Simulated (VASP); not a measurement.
Crystal: PbSe (Clausthalite).

```
Pb Se
1.0
     0.00000    3.06065    3.06065
     3.06065    0.00000    3.06065
     3.06065    3.06065    0.00000
Pb Se
1 1
Direct
  0.00000 0.00000 0.00000
  0.50000 0.50000 0.50000
```

Base run:

| Property | Result |
| --- | --- |
| Program | VASP 6.6.1 |
| Functional | RPBE |
| Potentials or basis | VASP PAW PBE potentials, release 64 (Pb_d, Se) |
| Cutoff | 500 eV |
| k mesh | 5 × 5 × 5 |
| Occupations | gaussian, width 0.01 eV |
| Spin | no spin polarisation |

Its results: pressure 4.1 GPa.

The run is repeated on the same cell with these changes: functional from RPBE to PBEsol. What comes out?

Pressure -0.7 GPa.

PBEsol binds more tightly than RPBE, so the same cell stands under less pressure.

Caveats: the PAW data sets were made with another functional, which shifts forces and pressure a little.
